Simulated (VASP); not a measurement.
Wanted: the native input for a VASP 6.6.1 run.

```
Task                               : single point
Functional                         : HSE06
Potentials or basis                : VASP PAW PBE potentials, release 64 (As_d)
Cutoff                             : 400 eV
k mesh                             : 6 × 6 × 6
Occupations                        : fermi-dirac, width 0.05 eV
Spin                               : no spin polarisation
Dipole correction                  : no
Grid for exact exchange (PRECFOCK) : Normal
Further INCAR settings             : ALGO = Normal; EDIFF = 1e-06; NBANDS = 14
Share of exact exchange            : 0.25
Screening parameter                : 0.2079 1/Å
```

The system is As.

```
CELL_PARAMETERS angstrom
2.70368 0.00000 0.00000
0.00000 2.70368 0.00000
0.00000 0.00000 2.70368
ATOMIC_POSITIONS crystal
As 0.50000 0.50000 0.50000
```

This isn't the form of As at room conditions, which is rhombohedral.

One way to write it, as run:

POSCAR

```
As
1.0
    2.7036817444      0.0000000000      0.0000000000
    0.0000000000      2.7036817444      0.0000000000
    0.0000000000      0.0000000000      2.7036817444
As
1
Direct
    0.5000000000      0.5000000000      0.5000000000
```

INCAR.step1

```
SYSTEM = As
ALGO = Normal
EDIFF = 1E-5
ENCUT = 400
GGA = PE
GGA_COMPAT = .False.
ISIF = 2
ISMEAR = -1
LASPH = .True.
LCHARG = .False.
LREAL = .False.
LWAVE = .True.
NBANDS = 14
NELM = 120
PREC = Accurate
SIGMA = 0.05
```

INCAR.step2

```
SYSTEM = As
ALGO = Normal
EDIFF = 1E-6
ENCUT = 400
GGA = PE
GGA_COMPAT = .False.
HFSCREEN = 0.2079
ISIF = 2
ISMEAR = -1
ISTART = 1
LASPH = .True.
LCHARG = .False.
LHFCALC = .True.
LREAL = .False.
LWAVE = .False.
NBANDS = 14
NELM = 120
PREC = Accurate
PRECFOCK = Normal
SIGMA = 0.05
```

KPOINTS

```
k-points
0
Gamma
  6 6 6
  0 0 0
```

Potentials or basis: VASP PAW PBE potentials, release 64 (As_d).

Run with:

```console
$ cat potpaw_PBE.64/As_d/POTCAR > POTCAR
$ cp INCAR.step1 INCAR
$ mpirun -np 1 vasp_std > vasp.out
$ cp INCAR.step2 INCAR
$ mpirun -np 1 vasp_std > vasp.out
```

Results of the run:

```yaml
Pressure: -0.9 GPa
Band_gap_on_the_k_mesh: zero (an odd number of electrons rules out a gap without spin polarisation)
```

Caveat: the k points lie up to 0.39 Å⁻¹ apart, too coarse for converged energies and pressures of a metal; the PAW data sets were made with another functional, which shifts forces and pressure a little; an odd number of electrons without spin polarisation forces a metal; a magnetic or distorted state may lie lower.

It took 12 min on 1 thread of Intel(R) Xeon(R) Platinum 8259CL CPU @ 2.50GHz (Skylake/Cascade Lake) (shared host), peak memory 0.22 GiB.
